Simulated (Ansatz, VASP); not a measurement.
**One calculation of MgO, two programs**

```
Mg O
1.0
     0.00000    2.05491    2.05491
     2.05491    0.00000    2.05491
     2.05491    2.05491    0.00000
Mg O
1 1
Cartesian
  0.0000 0.0000 0.0519
  2.0549 2.0549 1.9761
```

Change from the starting cell: mode 6 frozen in at -0.081 Å, equal normal strain along x, y and z -0.0250.

Alike in both runs: task single point; functional PBEsol; k mesh 10 × 10 × 10; occupations gaussian, width 0.05 eV; no spin polarisation.

```csv
,VASP,Ansatz
version,VASP 6.6.1,Ansatz 0.2.0
potentials or method,"VASP PAW PBE potentials, release 64 (Mg, O), cutoff 520 eV","scalar-relativistic, plane waves, PAW"
valence electrons in the cell,8,16
```

VASP gave:

```
gap on the k mesh at the Fermi level (eV)                     : 5.37
least direct gap on the mesh (eV)                             : 5.37
pressure (GPa)                                                : 15.8
traceless stress, the component that is largest in VASP (GPa) : 5.66
rms of the force components (eV/Å)                            : 0.635
```

Task: Which values does Ansatz return?

Result: gap on the k mesh at the Fermi level (eV): 5.37; least direct gap on the mesh (eV): 5.37; pressure (GPa): 16.1; traceless stress, the component that is largest in VASP (GPa): 5.53; rms of the force components (eV/Å): 0.624.

VASP's potentials were made for PBE, not for PBEsol, and Ansatz warns of the same on its side. Atom by atom the forces differ by 0.011 eV/Å (rms over components). The functional is the same, so the differences come from potentials, cutoffs and numerics. VASP's potentials hold 8 valence electrons a cell and Ansatz's 16, so a difference there can come from the potentials and not from the codes.
